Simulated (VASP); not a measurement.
MoS2: single point with PBEsol

System: MoS2, a slab with vacuum.

```
CELL_PARAMETERS angstrom
3.14150 0.00000 0.00000
-1.57075 2.72062 0.00000
0.00000 0.00000 17.33730
ATOMIC_POSITIONS crystal
Mo 0.00000 0.00000 0.00000
S 0.33333 0.66667 0.08987
S 0.33333 0.66667 0.91013
```

```
Program             : VASP 6.6.1
Task                : single point
Functional          : PBEsol
Potentials or basis : VASP PAW PBE potentials, release 64 (Mo_sv, S)
Cutoff              : 520 eV
k mesh              : 12 × 12 × 2
Occupations         : gaussian, width 0.02 eV
Spin                : no spin polarisation
```

```json
{"Band gap on the k mesh": "1.81 eV"}
```

Levels at points of the mesh, in eV from the valence-band top:
| k point | band 11 | band 12 | band 13 | band 14 | band 15 | band 16 |
| --- | --- | --- | --- | --- | --- | --- |
| (0.00, 0.00, 0.00) | -1.46 | -1.46 | -0.08 | 2.90 | 2.90 | 3.17 |
| (0.50, 0.00, 0.00) | -1.93 | -0.88 | -0.66 | 2.41 | 2.92 | 3.97 |
| (0.00, 0.00, 0.50) | -1.46 | -1.46 | -0.08 | 2.90 | 2.90 | 3.17 |
| (0.50, 0.00, 0.50) | -1.93 | -0.88 | -0.66 | 2.41 | 2.92 | 3.97 |

Wall time 100 s on 1 thread of Intel(R) Xeon(R) 6975P-C (Granite Rapids) (shared host), peak memory 0.3 GiB.
